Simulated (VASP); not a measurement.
# Mg (Im-3m) in VASP: a series of runs

The runs below take Mg through relaxation of cell and atoms, with LDA.

Program: VASP 6.6.1. These are calculated values, not measurements. Logs are shortened: lines on timing, memory, paths and dates and some standing lists are left out, and cuts for length are marked.

## 1. The cell of the first run

Symmetry: Im-3m, No. 229, cubic system. Conventional cell: a = 2.875 Å, b = 2.875 Å, c = 2.875 Å, α = 90.00°, β = 90.00°, γ = 90.00°. Within 3.3 Å of Mg (site symmetry m-3m) lie 14 Mg at 2.49 to 2.87 Å.

## 2. Relaxation of cell and atoms, LDA, target pressure 100 GPa, at which the enthalpy is minimised

File INCAR:

```
PREC     = Accurate       # precision mode
ENCUT    = 600            # plane-wave cutoff, eV
EDIFF    = 1E-6           # SCF threshold, eV
ISMEAR   = 0              # smearing method
SIGMA    = 0.1            # smearing width, eV
LREAL    = False          # projectors in reciprocal space
LASPH    = True           # aspherical terms in the spheres
NELM     = 100            # most SCF steps
ALGO     = Normal         # electronic algorithm
ISIF     = 3              # what is computed and relaxed
LWAVE    = False          # write WAVECAR
LCHARG   = False          # write CHGCAR
GGA      = CA             # functional
IBRION   = 2              # ionic algorithm
NSW      = 70             # ionic steps
EDIFFG   = -0.004         # ionic threshold
PSTRESS  = 1000.0
```

File KPOINTS:

```
Automatic mesh
0
Gamma
  20 20 20
```

File POSCAR:

```
Mg
1.0
   -1.4373059141      1.4373059141      1.4373059141
    1.4373059141     -1.4373059141      1.4373059141
    1.4373059141      1.4373059141     -1.4373059141
Mg
1
Direct
    0.0000000000      0.0000000000      0.0000000000
```

Potentials or basis: VASP PAW LDA potentials, release 64 (Mg).

The run is started by

```
$ cat potpaw_LDA.64/Mg/POTCAR > POTCAR
$ mpirun -np 1 vasp_std > vasp.out
```

OUTCAR:

```text
PREC = Accurate
   ENCUT = 600
   EDIFF = 1E-6
   ISMEAR = 0
   LREAL = False
   LASPH = True
   NELM = 100
   ISIF = 3
   GGA = CA
   IBRION = 2
   NSW = 70
   EDIFFG = -0.004
   PSTRESS = 1000.0

 ion  position               nearest neighbor table
   1  0.000  0.000  0.000-

  LATTYP: Found a body centered cubic cell.
 ALAT       =     2.8746118282

  Lattice vectors:

 A1 = (  -1.4373059141,   1.4373059141,   1.4373059141)
 A2 = (   1.4373059141,  -1.4373059141,   1.4373059141)
 A3 = (   1.4373059141,   1.4373059141,  -1.4373059141)

Analysis of symmetry for initial positions (statically):
=====================================================================
 Subroutine PRICEL returns:
 Original cell was already a primitive cell.

 Routine SETGRP: Setting up the symmetry group for a
 body centered cubic supercell.

 Subroutine GETGRP returns: Found 48 space group operations
 (whereof 48 operations were pure point group operations)
 out of a pool of 48 trial point group operations.

The static configuration has the point symmetry O_h .

Analysis of symmetry for dynamics (positions and initial velocities):
=====================================================================
 Subroutine PRICEL returns:
 Original cell was already a primitive cell.

 Routine SETGRP: Setting up the symmetry group for a
 body centered cubic supercell.

 Subroutine GETGRP returns: Found 48 space group operations
 (whereof 48 operations were pure point group operations)
 out of a pool of 48 trial point group operations.

The dynamic configuration has the point symmetry O_h .

 Subroutine INISYM returns: Found 48 space group operations
 (whereof 48 operations are pure point group operations),
 and found     1 'primitive' translations

----------------------------------------------------------------------------------------

                                     Primitive cell

  volume of cell :      11.8770

  direct lattice vectors                    reciprocal lattice vectors
    -1.437305914  1.437305914  1.437305914     0.000000000  0.347873055  0.347873055
     1.437305914 -1.437305914  1.437305914     0.347873055  0.000000000  0.347873055
     1.437305914  1.437305914 -1.437305914     0.347873055  0.347873055  0.000000000

  length of vectors
     2.489486869  2.489486869  2.489486869     0.491966793  0.491966793  0.491966793

  position of ions in fractional coordinates (direct lattice)
     0.000000000  0.000000000  0.000000000

  ion indices of the primitive-cell ions
   primitive index   ion index
                 1           1

----------------------------------------------------------------------------------------

 KPOINTS: Automatic mesh

Automatic generation of k-mesh.
 Grid dimensions read from file:
 generate k-points for:   20   20   20

 Generating k-lattice:

  Cartesian coordinates                     Fractional coordinates (reciprocal lattice)
     0.000000000  0.017393653  0.017393653     0.050000000  0.000000000  0.000000000
     0.017393653  0.000000000  0.017393653     0.000000000  0.050000000  0.000000000
     0.017393653  0.017393653  0.000000000     0.000000000  0.000000000  0.050000000

  Length of vectors
     0.024598340  0.024598340  0.024598340

  Shift w.r.t. Gamma in fractional coordinates (k-lattice)
     0.000000000  0.000000000  0.000000000

 Subroutine IBZKPT returns following result:
 ===========================================

 Found    256 irreducible k-points:

 Following reciprocal coordinates:
            Coordinates               Weight
  0.000000  0.000000  0.000000      1.000000
  0.050000  0.000000  0.000000     12.000000
  0.100000  0.000000  0.000000     12.000000
  0.150000  0.000000  0.000000     12.000000
  0.200000  0.000000  0.000000     12.000000
  0.250000  0.000000  0.000000     12.000000
[... 16 lines left out ...]
  0.200000  0.100000  0.000000     48.000000
  0.250000  0.100000  0.000000     48.000000
 [... further k-points ...]
   k-points           NKPTS =    256   k-points in BZ     NKDIM =    256   number of bands    NBANDS=      5
   number of dos      NEDOS =    301   number of ions     NIONS =      1
   total plane-waves  NPLWV =   8000
   dimension x,y,z NGX =    20 NGY =   20 NGZ =   20
   dimension x,y,z NGXF=    40 NGYF=   40 NGZF=   40
   ions per type =               1
   NGX,Y,Z   is equivalent  to a cutoff of  13.36, 13.36, 13.36 a.u.
   NGXF,Y,Z  is equivalent  to a cutoff of  26.71, 26.71, 26.71 a.u.
 SYSTEM =  unknown system
   PREC   = accura    normal or accurate (medium, high low for compatibility)
   ISTART =      0    job   : 0-new  1-cont  2-samecut
   ICHARG =      2    charge: 1-file 2-atom 10-const
   ISPIN  =      1    spin polarized calculation?
   LNONCOLLINEAR =      F non collinear calculations
   LSORBIT =      F    spin-orbit coupling
   LASPH  =      T    aspherical Exc in radial PAW
   ENCUT  =  600.0 eV  44.10 Ry    6.64 a.u.   4.97  4.97  4.97*2*pi/ulx,y,z
   NELM   =    100;   NELMIN=  2; NELMDL= -5     # of ELM steps
   EDIFF  = 0.1E-05   stopping-criterion for ELM
   LREAL  =      F    real-space projection
   EDIFFG = -.4E-02   stopping-criterion for IOM
   NSW    =     70    number of steps for IOM
   IBRION =      2    ionic relax: 0-MD 1-quasi-New 2-CG
   NFREE  =      1    steps in history (QN), initial steepest desc. (CG)
   ISIF   =      3    stress and relaxation
   ISYM   =      2    0-nonsym 1-usesym 2-fastsym
   POTIM  = 0.5000    time-step for ionic-motion
   TEBEG  =    0.0;   TEEND  =   0.0 temperature during run
   PSTRESS= 1000.0 pullay stress
   NELECT =       2.0000    total number of electrons
   NUPDOWN=      -1.0000    fix difference up-down
   EMIN   =  10.00;   EMAX   =-10.00  energy-range for DOS
   EFERMI =   0.00;   METHOD = LEGACY
   ISMEAR =     0;   SIGMA  =   0.10  broadening in eV -4-tet -1-fermi 0-gaus
   EFERMI_NEDOS =   21; number of points for ismear=-14 and -15
   IALGO  =     38    algorithm
   IMIX   =      4    mixing-type and parameters
     AMIX     =   0.40;   BMIX     =  1.00
     AMIX_MAG =   1.60;   BMIX_MAG =  1.00
  volume/ion in A,a.u.               =      11.88        80.15
  Fermi-wavevector in a.u.,A,eV,Ry     =   0.904029  1.708367 11.119608  0.817268
  Thomas-Fermi vector in A             =   2.027426
   LORBIT       =      0    0 simple, 1 ext, 2 COOP (PROOUT), +10 PAW based schemes
   GGA     = CA    functional components
   LHFCALC =     F    Hartree Fock is set to
   AEXX    =    0.0000 exact exchange contribution
   IVDW    =     0    specifies the selected vdW correction
   LEPSILON=     F    determine dielectric tensor
   LRPA    =     F    only Hartree local field effects (RPA)
 conjugate gradient relaxation of ions
 non-spin polarized calculation
 Gauss-broadening in eV      SIGMA  =   0.10
  energy-cutoff  :      600.00
  volume of cell :       11.88
 maximum number of plane-waves:       420
   NGX =  9   NGY =  9   NGZ =  9

--------------------------------------- Ionic step        1  -------------------------------------------

 number of electron       2.0000000 magnetization

 Free energy of the ion-electron system (eV)
  ---------------------------------------------------
  ext. energy  EPLUGINS =         0.00000000
  ---------------------------------------------------
  free energy    TOTEN  =        -0.40244986 eV

  energy without entropy =       -0.40157171  energy(sigma->0) =       -0.40201079

------------------------ aborting loop because EDIFF is reached ----------------------------------------

  FORCE on cell =-STRESS in cart. coord.  units (eV):
  Direction    XX          YY          ZZ          XY          YZ          ZX
  --------------------------------------------------------------------------------------
  -------------------------------------------------------------------------------------
  Total        5.6283436      5.6283436      5.6283436     -0.0000000      0.0000000     -0.0000000
  in kB      759.2478257    759.2478257    759.2478257     -0.0000000      0.0000000     -0.0000000
  external PRESSURE =    -240.7521743 kB  Pullay stress =    1000.0000000 kB

 VOLUME and BASIS-vectors are now :
 -----------------------------------------------------------------------------
  energy-cutoff  :      600.00
  volume of cell :       11.88
      direct lattice vectors                 reciprocal lattice vectors
    -1.437305914  1.437305914  1.437305914     0.000000000  0.347873055  0.347873055
     1.437305914 -1.437305914  1.437305914     0.347873055  0.000000000  0.347873055
     1.437305914  1.437305914 -1.437305914     0.347873055  0.347873055  0.000000000
[... 192 lines left out ...]
  FREE ENERGIE OF THE ION-ELECTRON SYSTEM (eV)
  ---------------------------------------------------
  free  energy   TOTEN  =         0.0674509859 eV

  energy  without entropy=        0.0683962925  energy(sigma->0) =        0.06792364

  enthalpy is  TOTEN    =         6.9408429501 eV   P V=        6.8733919642

--------------------------------------- Ionic step        7  -------------------------------------------

 number of electron       2.0000000 magnetization

 Free energy of the ion-electron system (eV)
  ---------------------------------------------------
  ext. energy  EPLUGINS =         0.00000000
  ---------------------------------------------------
  free energy    TOTEN  =         0.08029117 eV

  energy without entropy =        0.08123815  energy(sigma->0) =        0.08076466

 E-fermi :   7.8350     XC(G=0): -11.4119

 val. band max:        7.7852345069   @ k =   0.3000   0.2500   0.1500
 cond. band min:       7.8540449428   @ k =  -0.3500  -0.3500   0.0500
 fundamental gap:      0.0688104359
 Fermi energy:         7.8350193506

 k-point     1 :       0.0000    0.0000    0.0000
  band No.  band energies     occupation
      1      -2.8742      2.00000
      2      26.4663      0.00000
      3      26.4663      0.00000
      4      26.4663      0.00000
      5      29.6009      0.00000

 k-point     2 :       0.0500    0.0000    0.0000
  band No.  band energies     occupation
      1      -2.7769      2.00000
      2      25.6306      0.00000
      3      25.9343      0.00000
      4      26.4031      0.00000
      5      28.6126      0.00000

 k-point     3 :       0.1000    0.0000    0.0000
  band No.  band energies     occupation
      1      -2.4864      2.00000
      2      23.4251      0.00000
      3      24.8203      0.00000
      4      26.2315      0.00000
      5      27.9649      0.00000
[... 153 lines left out ...]
 k-point    23 :       0.2000    0.1000    0.0000
  band No.  band energies     occupation
      1      -0.2289      2.00000
      2      16.0816      0.00000
      3      19.4438      0.00000
      4      24.8682      0.00000
      5      26.4251      0.00000

 k-point    24 :       0.2500    0.1000    0.0000
  band No.  band energies     occupation
      1       0.7683      2.00000
      2      13.9204      0.00000
      3      18.6695      0.00000
      4      24.4716      0.00000
      5      26.0332      0.00000

 [... further k-points ...]
[... 5 lines left out ...]
  --------------------------------------------------------------------------------------
  -------------------------------------------------------------------------------------
  Total        6.8605203      6.8605203      6.8605203      0.0000000      0.0000000     -0.0000000
  in kB     1000.0015696   1000.0015696   1000.0015696      0.0000000      0.0000000     -0.0000000
  external PRESSURE =       0.0015696 kB  Pullay stress =    1000.0000000 kB

 VOLUME and BASIS-vectors are now :
 -----------------------------------------------------------------------------
  energy-cutoff  :      600.00
  volume of cell :       10.99
      direct lattice vectors                 reciprocal lattice vectors
    -1.400669440  1.400669440  1.400669440     0.000000000  0.356972163  0.356972163
     1.400669440 -1.400669440  1.400669440     0.356972163  0.000000000  0.356972163
     1.400669440  1.400669440 -1.400669440     0.356972163  0.356972163  0.000000000

 POSITION                                       TOTAL-FORCE (eV/Angst)
 -----------------------------------------------------------------------------------
      0.00000      0.00000      0.00000         0.000000      0.000000     -0.000000
 -----------------------------------------------------------------------------------
    total drift:                                0.000000      0.000000     -0.000000

  FREE ENERGIE OF THE ION-ELECTRON SYSTEM (eV)
  ---------------------------------------------------
  free  energy   TOTEN  =         0.0802911666 eV

  energy  without entropy=        0.0812381458  energy(sigma->0) =        0.08076466

  enthalpy is  TOTEN    =         6.9408006511 eV   P V=        6.8605094846

 reached required accuracy - stopping structural energy minimisation
```

It took 16 s on 1 thread of Intel Xeon 6975P-C (Granite Rapids), shared host; peak memory 0.14 GiB.

Results:

```yaml
Free_energy: 0.0803 eV
Relaxed_volume: 10.99 Å³/atom
Relaxed_cell: a = 2.426 Å, b = 2.426 Å, c = 2.426 Å, α = 109.47°, β = 109.47°, γ = 109.47°
Space_group_after_relaxing_to_0.05_Å: Im-3m (No. 229)
Energy_change_on_relaxing_the_enthalpy_is_what_falls: +482.7 meV/atom
Ionic_steps: 7
Pressure_after_relaxing: 100.0 GPa
Band_gap_on_the_k_mesh: zero (band 1 reaches 11.58 eV, above the bottom of band 2 at 6.83 eV)
```

Step by step:
```tsv
step	energy change (eV)	largest force (eV/Å)	pressure (GPa)	volume (Å³)
1	0.0000	0.0000	75.92	11.88
2	2.1499	0.0000	187.80	9.07
3	0.4451	0.0000	98.10	11.05
4	0.4787	0.0000	99.79	11.00
5	0.4893	0.0000	100.33	10.98
6	0.4699	0.0000	99.35	11.01
7	0.4827	0.0000	100.00	10.99
```

Final structure:
```yaml
crystal:
  lattice:
    - [-1.40067, 1.40067, 1.40067]
    - [1.40067, -1.40067, 1.40067]
    - [1.40067, 1.40067, -1.40067]
  atoms:
    - { symbol: Mg, position: [0.00000, 0.00000, 0.00000] }
```

Caveat: the cell is relaxed towards a set pressure, so the enthalpy falls and the energy may rise.

## 3. Relaxation of cell and atoms, LDA, target pressure 50 GPa, at which the enthalpy is minimised

This run uses another cell than the first one, of 22.29 Å³/atom, 1.876 times its volume.

File INCAR:

```
SYSTEM = Mg
ALGO = Fast
EDIFF = 1E-7
EDIFFG = -0.002
ENCUT = 600
GGA = CA
IBRION = 2
ISIF = 3
ISMEAR = 0
LASPH = .TRUE.
LCHARG = .FALSE.
LREAL = .FALSE.
LWAVE = .FALSE.
NELM = 60
NSW = 100
PREC = Accurate
PSTRESS = 500.0
SIGMA = 0.1
```

File KPOINTS:

```
k-points
0
G
  16 16 16
  0 0 0
```

File POSCAR:

```
Mg
1.0
   -1.7727644967      1.7727644967      1.7727644967
    1.7727644967     -1.7727644967      1.7727644967
    1.7727644967      1.7727644967     -1.7727644967
Mg
1
Direct
    0.0000000000      0.0000000000      0.0000000000
```

Potentials or basis: VASP PAW LDA potentials, release 64 (Mg).

The run is started by

```
$ cat potpaw_LDA.64/Mg/POTCAR > POTCAR
$ mpirun -np 1 vasp_std > vasp.out
```

It took 54 s on 1 thread of Intel Xeon 6975P-C (Granite Rapids), shared host; peak memory 0.18 GiB.

Results (log left out):

| Quantity | Value |
| --- | --- |
| Free energy | -0.9286 eV |
| Relaxed volume | 13.24 Å³/atom |
| Relaxed cell | a = 2.581 Å, b = 2.581 Å, c = 2.581 Å, α = 109.47°, β = 109.47°, γ = 109.47° |
| Space group after relaxing (to 0.05 Å) | Im-3m (No. 229) |
| Energy change on relaxing (the enthalpy is what falls) | +849.2 meV/atom |
| Ionic steps | 17 |
| Pressure after relaxing | 50.0 GPa |
| Band gap on the k mesh | zero (band 1 reaches 10.11 eV, above the bottom of band 2 at 5.21 eV) |

The path:
```
step  energy change (eV)  largest force (eV/Å)  pressure (GPa)  volume (Å³)
   1              0.0000                0.0000           -1.46        22.29
   2              9.3168                0.0000          548.91         6.25
   3              0.4779                0.0000           31.59        14.72
   4              0.6721                0.0000           41.28        13.86
   5              0.8548                0.0000           50.27        13.22
   6              0.8084                0.0000           48.00        13.37
   7              0.8104                0.0000           48.09        13.36
   8              0.8165                0.0000           48.39        13.34
   9              0.8166                0.0000           48.40        13.34
  10              0.8169                0.0000           48.41        13.34
  11              0.8175                0.0000           48.44        13.34
  12              0.8186                0.0000           48.50        13.34
  13              0.8209                0.0000           48.61        13.33
  14              0.8255                0.0000           48.84        13.31
  15              0.8348                0.0000           49.29        13.28
  16              0.8535                0.0000           50.21        13.22
  17              0.8492                0.0000           50.00        13.24
```

Final structure:
```
Mg
1.0
    -1.49021    1.49021    1.49021
     1.49021   -1.49021    1.49021
     1.49021    1.49021   -1.49021
Mg
1
Direct
  0.00000 0.00000 0.00000
```

Levels at points of the mesh, in eV from the Fermi level:
| k point | band 1 | band 2 | band 3 | band 4 | band 5 |
| --- | --- | --- | --- | --- | --- |
| (0.00, 0.00, 0.00) | -9.64 | 17.05 | 17.05 | 17.05 | 19.87 |
| (0.50, 0.00, 0.00) | -2.25 | -0.92 | 10.70 | 14.41 | 14.58 |
| (0.50, 0.50, 0.50) | 3.98 | 3.98 | 5.97 | 5.97 | 5.97 |

Caveat: the cell is relaxed towards a set pressure, so the enthalpy falls and the energy may rise; the volume moved by over 15 % at a fixed basis, so the end points are rough.

(Continued in part 2 of 2.)
